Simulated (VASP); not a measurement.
Write the native input for VASP 6.6.1 that does the following.

* Task: single point
* Functional: r2SCAN
* Potentials or basis: VASP PAW PBE potentials, release 64 (Ir)
* Cutoff: 520 eV
* k mesh: 22 × 22 × 22
* Occupations: gaussian, width 0.15 eV
* Spin: no spin polarisation
* Dipole correction: no
* Further INCAR settings: ALGO = Normal; EDIFF = 1e-06; NBANDS = 10

Ir:

```
CELL_PARAMETERS angstrom
0.00000 1.91970 1.82371
1.91970 0.00000 1.82371
1.91970 1.91970 0.00000
ATOMIC_POSITIONS crystal
Ir 0.00000 0.00000 0.00000
```

This cell differs from its parent crystal: strain +0.000 along x and y, -0.050 along z.

These files were run (other wordings do the same):

POSCAR

```
Ir
1.0
    0.0000000000      1.9197000000      1.8237150000
    1.9197000000      0.0000000000      1.8237150000
    1.9197000000      1.9197000000      0.0000000000
Ir
1
Direct
    0.0000000000      0.0000000000      0.0000000000
```

INCAR.step1

```
PREC     = Accurate       # precision mode
ENCUT    = 520            # plane-wave cutoff, eV
ISMEAR   = 0              # smearing method
SIGMA    = 0.15           # smearing width, eV
LREAL    = F              # projectors in reciprocal space
LASPH    = T              # aspherical terms in the spheres
NELM     = 80             # most SCF steps
NBANDS   = 10             # bands
GGA      = PE             # functional
ALGO     = Normal         # electronic algorithm
EDIFF    = 1E-4           # SCF threshold, eV
LWAVE    = T              # write WAVECAR
LCHARG   = F              # write CHGCAR
```

INCAR.step2

```
PREC     = Accurate       # precision mode
ENCUT    = 520            # plane-wave cutoff, eV
EDIFF    = 1E-6           # SCF threshold, eV
ISMEAR   = 0              # smearing method
SIGMA    = 0.15           # smearing width, eV
LREAL    = F              # projectors in reciprocal space
LASPH    = T              # aspherical terms in the spheres
NELM     = 80             # most SCF steps
ALGO     = Normal         # electronic algorithm
ISIF     = 2              # what is computed and relaxed
LWAVE    = F              # write WAVECAR
LCHARG   = T              # write CHGCAR
METAGGA  = R2SCAN         # meta-GGA
LMIXTAU  = T            
LELF     = T              # ELF
LVHAR    = T            
NBANDS   = 10             # bands
ISTART   = 1
```

KPOINTS

```
regular mesh
0
Gamma
  22 22 22
```

Potentials or basis: VASP PAW PBE potentials, release 64 (Ir).

The run is started by

```console
$ cat potpaw_PBE.64/Ir/POTCAR > POTCAR
$ cp INCAR.step1 INCAR
$ mpirun -np 1 vasp_std > vasp.out
$ cp INCAR.step2 INCAR
$ mpirun -np 1 vasp_std > vasp.out
```

It gave:

The pressure is 28.0 GPa and the band gap on the k mesh is zero (an odd number of electrons rules out a gap without spin polarisation).

Caveat: the cell differs from its parent crystal (strain +0.000 along x and y, -0.050 along z); the cell stands under pressure; the PAW data sets were made with another functional, which shifts forces and pressure a little; spin-orbit coupling is left out, which moves the levels of the heavy elements.

Run time: 4.1 min on 1 thread of Intel(R) Xeon(R) Platinum 8488C (Sapphire Rapids) (shared host), peak memory 0.23 GiB.
